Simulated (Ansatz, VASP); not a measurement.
One calculation of Pb2S2Br, two programs

The input INCAR:

```
SYSTEM = Pb2S2Br
AGGAC = 1.0
AGGAX = 1.0
ALDAC = 0.0
ALDAX = 1.0
ALGO = Normal
EDIFF = 1E-7
ENCUT = 520
GGA = B5
ISIF = 2
ISMEAR = 1
ISPIN = 2
LASPH = .True.
LCHARG = .True.
LELF = .True.
LORBIT = 11
LREAL = .False.
LVHAR = .True.
LWAVE = .False.
MAGMOM = 0.2 0.2 0.2 0.2 0.2
NBANDS = 36
NELM = 150
PREC = Accurate
SIGMA = 0.028
```

Contents of KPOINTS:

```
k-points
0
Gamma
  5 5 5
  0 0 0
```

POSCAR

```
Pb2S2Br
1.0
    0.0000000000      4.2964710000      0.0000000000
    4.2964710000      0.0000000000      0.0000000000
    2.1482350000      2.1482350000     -7.1424710000
Pb S Br
2 2 1
Direct
    0.1500000000      0.1500000000      0.7000000000
    0.8500000000      0.8500000000      0.3000000000
    0.7500000000      0.2500000000      0.5000000000
    0.2500000000      0.7500000000      0.5000000000
    0.5000000000      0.5000000000      0.0000000000
```

Input for Ansatz:

```yaml
crystal:
  lattice:
    - [0.0, 4.296471, 0.0]
    - [4.296471, 0.0, 0.0]
    - [2.148235, 2.148235, -7.142471]
  atoms:
    - { symbol: Pb, position: [0.15, 0.15, 0.7], spin: 0.2 }
    - { symbol: Pb, position: [0.85, 0.85, 0.3], spin: 0.2 }
    - { symbol: S, position: [0.75, 0.25, 0.5], spin: 0.2 }
    - { symbol: S, position: [0.25, 0.75, 0.5], spin: 0.2 }
    - { symbol: Br, position: [0.5, 0.5, 0.0], spin: 0.2 }
  symmetry: { tolerance: 0.0003 }
kpoints:
  mp_grid: { grid: [5, 5, 5], shift: [0, 0, 0] }
magnetization:
  spin_polarized: true
scf:
  occupations: { method: cold, width: 0.028 }
hamiltonian:
  pseudopotentials: { kind: paw }
  xc: blyp
basis:
  ecutwfc: 420
output:
  forces: true
  stress: true
  eigenvalues: true
  write_density: true
  write_potential: true
  elf: true
  volumetric_format: npy
```

Alike in both runs: task single point; functional BLYP; k mesh 5 × 5 × 5; collinear spin.

|  | VASP | Ansatz |
| --- | --- | --- |
| version | VASP 6.6.1 | Ansatz 0.2.0 |
| potentials or method | VASP PAW PBE potentials, release 64 (Pb_d, S, Br), cutoff 520 eV | PAW plane waves |
| occupations | methfessel-paxton of order 1, width 0.028 eV | cold, width 0.028 eV |
| valence electrons in the cell | 47 | 47 |

```csv
,VASP,Ansatz,Ansatz less VASP
gap on the k mesh at the Fermi level (eV),none,none,-
pressure (GPa),17.8,17.8,-0.04
"traceless stress, the component that is largest in VASP (GPa)",-3.96,-3.82,+0.142
rms of the force components (eV/Å),1.450,1.456,+0.0061
net moment per atom (μB),0.11,0.11,+0.004
size of the moment on the site where the two differ most (μB),0.14,0.17,+0.032
```

VASP's potentials were made for PBE, not for BLYP. Site moments also hang on the region over which each program counts them. Atom by atom the forces differ by 0.006 eV/Å (rms over components). A gap of «none» marks a metal or a gap that the smearing closes. Ansatz's warnings: stability check not made.

Spin-orbit coupling is off throughout.
